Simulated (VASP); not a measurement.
# LaAgSb2 (P4/nmm) in VASP: single point with LDA

Aim: the single point of LaAgSb2 with LDA.

Program: VASP 6.6.1. These are calculated values, not measurements. Logs are shortened: lines on timing, memory, paths and dates and some standing lists are left out, and cuts for length are marked.

## 1. The cell of the first run

It takes space group P4/nmm (No. 129, tetragonal). The conventional cell has a = 4.356 Å, b = 4.356 Å, c = 10.490 Å, α = 90.00°, β = 90.00°, γ = 90.00°. Within 4.5 Å of La (site symmetry 4mm) lie 9 Sb at 3.22 to 4.49 Å and 4 Ag at 3.47 Å and 4 La at 4.36 Å. Within 3.7 Å of Ag (site symmetry -4m2) lie 4 Sb at 2.81 Å and 4 Ag at 3.08 Å and 4 La at 3.47 Å. Sb (site symmetry 4mm) has 4 Ag at 2.81 Å and 4 La at 3.22 Å within 3.7 Å. Sb (site symmetry -4m2) has 8 Sb at 3.08 to 4.09 Å and 4 La at 3.34 Å within 4.1 Å.

## 2. Single point, LDA

The input, INCAR:

```
SYSTEM = LaAgSb2
  PREC = Accurate
  ENCUT = 520
  EDIFF = 1E-6
  ISMEAR = -1
  SIGMA = 0.15
  LREAL = .FALSE.
  LASPH = .TRUE.
  NELM = 60
  ALGO = Normal
  ISIF = 2
  LWAVE = .FALSE.
  LCHARG = .TRUE.
  LELF = .TRUE.
  LVHAR = .TRUE.
  NBANDS = 42
```

The input, KPOINTS:

```
Automatic mesh
0
G
  8 8 4
  0 0 0
```

The input, POSCAR:

```
LaAgSb2
1.0
    4.3555236689      0.0000000000      0.0000000000
    0.0000000000      4.3555236689      0.0000000000
    0.0000000000      0.0000000000     10.4904794886
La Ag Sb
2 2 4
Direct
    0.0000000000      0.5000000000      0.2580811053
    0.5000000000      0.0000000000      0.7419188947
    0.0000000000      0.0000000000      0.0000000000
    0.5000000000      0.5000000000      0.0000000000
    0.0000000000      0.5000000000      0.8303745435
    0.5000000000      0.0000000000      0.1696254565
    0.0000000000      0.0000000000      0.5000000000
    0.5000000000      0.5000000000      0.5000000000
```

Potentials or basis: VASP PAW LDA potentials, release 64 (La, Ag, Sb).

Launch:

```
cat potpaw_LDA.64/La/POTCAR potpaw_LDA.64/Ag/POTCAR potpaw_LDA.64/Sb/POTCAR > POTCAR
mpirun -np 1 vasp_std > vasp.out
```

OUTCAR:

```text
SYSTEM = LaAgSb2
   PREC = Accurate
   ENCUT = 520
   EDIFF = 1E-6
   ISMEAR = -1
   LREAL = .FALSE.
   LASPH = .TRUE.
   NELM = 60
   ISIF = 2

 ion  position               nearest neighbor table
   1  0.000  0.500  0.258-   6 3.22   6 3.22   6 3.22   6 3.22   7 3.34   8 3.34   8 3.34   7 3.34
                             4 3.47   3 3.47   4 3.47   3 3.47
   2  0.500  0.000  0.742-   5 3.22   5 3.22   5 3.22   5 3.22   8 3.34   8 3.34   7 3.34   7 3.34
                             3 3.47   4 3.47   4 3.47   3 3.47
   3  0.000  0.000  0.000-   5 2.81   6 2.81   5 2.81   6 2.81   4 3.08   4 3.08   4 3.08   4 3.08
                             2 3.47   1 3.47   2 3.47   1 3.47
   4  0.500  0.500  0.000-   5 2.81   6 2.81   6 2.81   5 2.81   3 3.08   3 3.08   3 3.08   3 3.08
                             1 3.47   2 3.47   2 3.47   1 3.47
   5  0.000  0.500  0.830-   3 2.81   4 2.81   3 2.81   4 2.81   2 3.22   2 3.22   2 3.22   2 3.22

   6  0.500  0.000  0.170-   3 2.81   4 2.81   4 2.81   3 2.81   1 3.22   1 3.22   1 3.22   1 3.22

   7  0.000  0.000  0.500-   8 3.08   8 3.08   8 3.08   8 3.08   2 3.34   2 3.34   1 3.34   1 3.34

   8  0.500  0.500  0.500-   7 3.08   7 3.08   7 3.08   7 3.08   2 3.34   1 3.34   1 3.34   2 3.34

  LATTYP: Found a simple tetragonal cell.
 ALAT       =     4.3555236689
 C/A-ratio  =     2.4085460868

  Lattice vectors:

 A1 = (   4.3555236689,   0.0000000000,   0.0000000000)
 A2 = (   0.0000000000,   4.3555236689,   0.0000000000)
 A3 = (   0.0000000000,   0.0000000000,  10.4904794886)

Analysis of symmetry for initial positions (statically):
=====================================================================
 Subroutine PRICEL returns:
 Original cell was already a primitive cell.

 Routine SETGRP: Setting up the symmetry group for a
 simple tetragonal supercell.

 Subroutine GETGRP returns: Found 16 space group operations
 (whereof  8 operations were pure point group operations)
 out of a pool of 16 trial point group operations.

The static configuration has the point symmetry D_2d.
 The point group associated with its full space group is D_4h.

Analysis of symmetry for dynamics (positions and initial velocities):
=====================================================================
 Subroutine PRICEL returns:
 Original cell was already a primitive cell.

 Routine SETGRP: Setting up the symmetry group for a
 simple tetragonal supercell.

 Subroutine GETGRP returns: Found 16 space group operations
 (whereof  8 operations were pure point group operations)
 out of a pool of 16 trial point group operations.

The dynamic configuration has the point symmetry D_2d.
 The point group associated with its full space group is D_4h.

 Subroutine INISYM returns: Found 16 space group operations
 (whereof  8 operations are pure point group operations),
 and found     1 'primitive' translations

----------------------------------------------------------------------------------------

                                     Primitive cell

  volume of cell :     199.0105

  direct lattice vectors                    reciprocal lattice vectors
     4.355523669  0.000000000  0.000000000     0.229593518  0.000000000  0.000000000
     0.000000000  4.355523669  0.000000000     0.000000000  0.229593518  0.000000000
     0.000000000  0.000000000 10.490479489     0.000000000  0.000000000  0.095324527

  length of vectors
     4.355523669  4.355523669 10.490479489     0.229593518  0.229593518  0.095324527

  position of ions in fractional coordinates (direct lattice)
     0.000000000  0.500000000  0.258081105
     0.500000000  0.000000000  0.741918895
     0.000000000  0.000000000  0.000000000
     0.500000000  0.500000000  0.000000000
     0.000000000  0.500000000  0.830374543
     0.500000000  0.000000000  0.169625457
     0.000000000  0.000000000  0.500000000
     0.500000000  0.500000000  0.500000000

  ion indices of the primitive-cell ions
   primitive index   ion index
                 1           1
                 2           2
                 3           3
                 4           4
                 5           5
                 6           6
                 7           7
                 8           8

----------------------------------------------------------------------------------------

 KPOINTS: Automatic mesh

Automatic generation of k-mesh.
 Grid dimensions read from file:
 generate k-points for:    8    8    4

 Generating k-lattice:

  Cartesian coordinates                     Fractional coordinates (reciprocal lattice)
     0.028699190  0.000000000  0.000000000     0.125000000  0.000000000  0.000000000
     0.000000000  0.028699190  0.000000000     0.000000000  0.125000000  0.000000000
     0.000000000  0.000000000  0.023831132     0.000000000  0.000000000  0.250000000

  Length of vectors
     0.028699190  0.028699190  0.023831132

  Shift w.r.t. Gamma in fractional coordinates (k-lattice)
     0.000000000  0.000000000  0.000000000

 Subroutine IBZKPT returns following result:
 ===========================================

 Found     45 irreducible k-points:

 Following reciprocal coordinates:
            Coordinates               Weight
  0.000000  0.000000  0.000000      1.000000
  0.125000  0.000000  0.000000      4.000000
  0.250000  0.000000  0.000000      4.000000
  0.375000  0.000000  0.000000      4.000000
  0.500000  0.000000  0.000000      2.000000
  0.125000  0.125000  0.000000      4.000000
[... 16 lines left out ...]
  0.375000  0.125000  0.250000     16.000000
  0.500000  0.125000  0.250000      8.000000
 [... further k-points ...]
   k-points           NKPTS =     45   k-points in BZ     NKDIM =     45   number of bands    NBANDS=     42
   number of dos      NEDOS =    301   number of ions     NIONS =      8
   total plane-waves  NPLWV =  81920
   dimension x,y,z NGX =    32 NGY =   32 NGZ =   80
   dimension x,y,z NGXF=    64 NGYF=   64 NGZF=  160
   ions per type =               2   2   4
   NGX,Y,Z   is equivalent  to a cutoff of  12.21, 12.21, 12.68 a.u.
   NGXF,Y,Z  is equivalent  to a cutoff of  24.43, 24.43, 25.36 a.u.
 SYSTEM =  LaAgSb2
   PREC   = accura    normal or accurate (medium, high low for compatibility)
   ISTART =      0    job   : 0-new  1-cont  2-samecut
   ICHARG =      2    charge: 1-file 2-atom 10-const
   ISPIN  =      1    spin polarized calculation?
   LNONCOLLINEAR =      F non collinear calculations
   LSORBIT =      F    spin-orbit coupling
   LASPH  =      T    aspherical Exc in radial PAW
   ENCUT  =  520.0 eV  38.22 Ry    6.18 a.u.   8.10  8.10 19.51*2*pi/ulx,y,z
   NELM   =     60;   NELMIN=  2; NELMDL= -5     # of ELM steps
   EDIFF  = 0.1E-05   stopping-criterion for ELM
   LREAL  =      F    real-space projection
   EDIFFG = 0.1E-04   stopping-criterion for IOM
   NSW    =      0    number of steps for IOM
   IBRION =     -1    ionic relax: 0-MD 1-quasi-New 2-CG
   NFREE  =      0    steps in history (QN), initial steepest desc. (CG)
   ISIF   =      2    stress and relaxation
   ISYM   =      2    0-nonsym 1-usesym 2-fastsym
   POTIM  = 0.5000    time-step for ionic-motion
   TEBEG  =    0.0;   TEEND  =   0.0 temperature during run
   PSTRESS=    0.0 pullay stress
   NELECT =      64.0000    total number of electrons
   NUPDOWN=      -1.0000    fix difference up-down
   EMIN   =  10.00;   EMAX   =-10.00  energy-range for DOS
   EFERMI =   0.00;   METHOD = LEGACY
   ISMEAR =    -1;   SIGMA  =   0.15  broadening in eV -4-tet -1-fermi 0-gaus
   EFERMI_NEDOS =   21; number of points for ismear=-14 and -15
   IALGO  =     38    algorithm
   IMIX   =      4    mixing-type and parameters
     AMIX     =   0.40;   BMIX     =  1.00
     AMIX_MAG =   1.60;   BMIX_MAG =  1.00
  volume/ion in A,a.u.               =      24.88       167.87
  Fermi-wavevector in a.u.,A,eV,Ry     =   1.121612  2.119540 17.116324  1.258014
  Thomas-Fermi vector in A             =   2.258267
   LORBIT       =      0    0 simple, 1 ext, 2 COOP (PROOUT), +10 PAW based schemes
   GGA     = CA    functional components
   LHFCALC =     F    Hartree Fock is set to
   AEXX    =    0.0000 exact exchange contribution
   IVDW    =     0    specifies the selected vdW correction
   LEPSILON=     F    determine dielectric tensor
   LRPA    =     F    only Hartree local field effects (RPA)
 non-spin polarized calculation
  energy-cutoff  :      520.00
  volume of cell :      199.01
 maximum number of plane-waves:      5424
   NGX = 17   NGY = 17   NGZ = 39

 number of electron      64.0000002 magnetization

 Free energy of the ion-electron system (eV)
  ---------------------------------------------------
  ext. energy  EPLUGINS =         0.00000000
  ---------------------------------------------------
  free energy    TOTEN  =       -44.32397626 eV

  energy without entropy =      -44.15195564  energy(sigma->0) =      -44.23796595

 E-fermi :   8.7549     XC(G=0): -10.8293

 val. band max:        8.6638271290   @ k =   0.3750   0.0000   0.5000
 cond. band min:       8.7710855884   @ k =   0.2500   0.1250   0.2500
 fundamental gap:      0.1072584594
 Fermi energy:         8.7548979932

 k-point     1 :       0.0000    0.0000    0.0000
  band No.  band energies     occupation
      1     -23.5249      2.00000
      2     -23.5236      2.00000
      3      -7.5854      2.00000
      4      -7.4524      2.00000
      5      -7.2891      2.00000
      6      -7.2891      2.00000
[... 34 lines left out ...]
     41      10.9201      0.00000
     42      10.9473      0.00000

 k-point     2 :       0.1250    0.0000    0.0000
  band No.  band energies     occupation
      1     -23.5228      2.00000
      2     -23.5216      2.00000
      3      -7.5692      2.00000
      4      -7.4483      2.00000
      5      -7.3422      2.00000
      6      -7.3415      2.00000
[... 34 lines left out ...]
     41      10.9249      0.00000
     42      10.9564      0.00000

 k-point     3 :       0.2500    0.0000    0.0000
  band No.  band energies     occupation
      1     -23.5178      2.00000
      2     -23.5169      2.00000
      3      -7.5279      2.00000
      4      -7.4782      2.00000
      5      -7.4721      2.00000
      6      -7.4276      2.00000
[... 34 lines left out ...]
     41      10.9408      0.00000
     42      10.9699      0.00000

 k-point     4 :       0.3750    0.0000    0.0000
  band No.  band energies     occupation
      1     -23.5127      2.00000
      2     -23.5122      2.00000
      3      -7.5946      2.00000
      4      -7.5937      2.00000
      5      -7.4791      2.00000
      6      -7.4283      2.00000
[... 844 lines left out ...]
     41      10.9229      0.00000
     42      10.9814      0.00000

 k-point    23 :       0.3750    0.1250    0.2500
  band No.  band energies     occupation
      1     -23.5106      2.00000
      2     -23.5103      2.00000
      3      -7.5828      2.00000
      4      -7.5794      2.00000
      5      -7.4627      2.00000
      6      -7.4240      2.00000
[... 34 lines left out ...]
     41      10.9105      0.00000
     42      10.9777      0.00000

 k-point    24 :       0.5000    0.1250    0.2500
  band No.  band energies     occupation
      1     -23.5084      2.00000
      2     -23.5084      2.00000
      3      -7.6274      2.00000
      4      -7.6274      2.00000
      5      -7.4331      2.00000
      6      -7.4331      2.00000
[... 34 lines left out ...]
     41      10.9442      0.00000
     42      10.9555      0.00000

 [... further k-points ...]

------------------------ aborting loop because EDIFF is reached ----------------------------------------

  FORCE on cell =-STRESS in cart. coord.  units (eV):
  Direction    XX          YY          ZZ          XY          YZ          ZX
  --------------------------------------------------------------------------------------
  -------------------------------------------------------------------------------------
  Total        0.1724385      0.1724385      0.0813818      0.0000000      0.0000000      0.0000000
  in kB        1.3882536      1.3882536      0.6551817      0.0000000      0.0000000      0.0000000
  external PRESSURE =       1.1438963 kB  Pullay stress =       0.0000000 kB

 VOLUME and BASIS-vectors are now :
 -----------------------------------------------------------------------------
  energy-cutoff  :      520.00
  volume of cell :      199.01
      direct lattice vectors                 reciprocal lattice vectors
     4.355523669  0.000000000  0.000000000     0.229593518  0.000000000  0.000000000
     0.000000000  4.355523669  0.000000000     0.000000000  0.229593518  0.000000000
     0.000000000  0.000000000 10.490479489     0.000000000  0.000000000  0.095324527

 POSITION                                       TOTAL-FORCE (eV/Angst)
 -----------------------------------------------------------------------------------
      0.00000      2.17776      2.70739         0.000000     -0.000000      0.011098
      2.17776      0.00000      7.78308         0.000000     -0.000000     -0.011098
      0.00000      0.00000      0.00000         0.000000     -0.000000      0.000000
      2.17776      2.17776      0.00000         0.000000      0.000000      0.000000
      0.00000      2.17776      8.71103         0.000000      0.000000     -0.020070
      2.17776      0.00000      1.77945         0.000000     -0.000000      0.020070
      0.00000      0.00000      5.24524         0.000000     -0.000000      0.000000
      2.17776      2.17776      5.24524         0.000000      0.000000      0.000000
 -----------------------------------------------------------------------------------
    total drift:                                0.000000     -0.000000     -0.000000

  FREE ENERGIE OF THE ION-ELECTRON SYSTEM (eV)
  ---------------------------------------------------
  free  energy   TOTEN  =       -44.3239762643 eV

  energy  without entropy=      -44.1519556395  energy(sigma->0) =      -44.23796595
```

Wall time 8.4 min (1 thread of Intel Xeon Platinum 8259CL at 2.50GHz (Skylake/Cascade Lake), shared host); peak memory 0.48 GiB.

Results:

```
Free energy            : -44.3240 eV
Pressure               : 0.1 GPa
Largest force          : 0.020 eV/Å
Band gap on the k mesh : zero (bands 32 and 33 overlap by 0.78 eV)
```

Forces on the atoms (eV/Å):
```
La   0.000  0.000  0.011
La   0.000  0.000 -0.011
Ag   0.000  0.000  0.000
Ag   0.000  0.000  0.000
Sb   0.000  0.000 -0.020
Sb   0.000  0.000  0.020
Sb   0.000  0.000  0.000
Sb   0.000  0.000  0.000
```

Levels at points of the mesh, in eV from the Fermi level:
```csv
k point,band 29,band 30,band 31,band 32,band 33,band 34,band 35,band 36
"(0.00, 0.00, 0.00)",-1.30,-0.67,0.24,0.34,0.34,1.36,1.81,1.94
"(0.50, 0.00, 0.00)",-1.43,-1.43,-0.78,-0.78,-0.37,-0.37,1.95,1.95
"(0.50, 0.50, 0.00)",-2.33,-2.33,-1.60,-1.60,1.82,1.82,2.06,2.06
"(0.00, 0.00, 0.50)",-1.22,-1.14,0.05,0.41,0.41,1.31,1.73,1.91
"(0.50, 0.00, 0.50)",-0.71,-0.71,-0.60,-0.60,0.14,0.14,1.45,1.45
"(0.50, 0.50, 0.50)",-2.08,-2.08,-1.66,-1.66,1.68,1.68,1.89,1.89
```

Caveat: spin-orbit coupling is left out, which moves the levels of the heavy elements.
